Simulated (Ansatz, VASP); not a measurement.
**One calculation of KCl, two programs**

```
K Cl
1.0
     0.00000    3.16659    3.16659
     3.16659    0.00000    3.16659
     3.16659    3.16659    0.00000
K Cl
1 1
Direct
  0.00000 0.00000 0.00000
  0.50000 0.50000 0.50000
```

Change from the starting cell: volume scaled by 1.01, crystal datasets.

Alike in both runs: task electric field gradients; functional LDA; k mesh 7 × 7 × 7; occupations fermi-dirac, width 0.03 eV; no spin polarisation.

|  | VASP | Ansatz |
| --- | --- | --- |
| version | VASP 6.6.1 | Ansatz 0.2.0 |
| potentials or method | VASP PAW LDA potentials, release 64 (K_sv, Cl), cutoff 520 eV | all-electron PAW with datasets made for the crystal, scalar-relativistic |

```csv
,VASP,Ansatz,Ansatz less VASP
gap on the k mesh at the Fermi level (eV),4.69,4.68,-0.004
pressure (GPa),-2.2,-2.2,-0.03
```

LDA's correlation is that of Perdew and Zunger in VASP and of Perdew and Wang (1992) in Ansatz. Ansatz ran all-electron here, and VASP with PAW potentials.
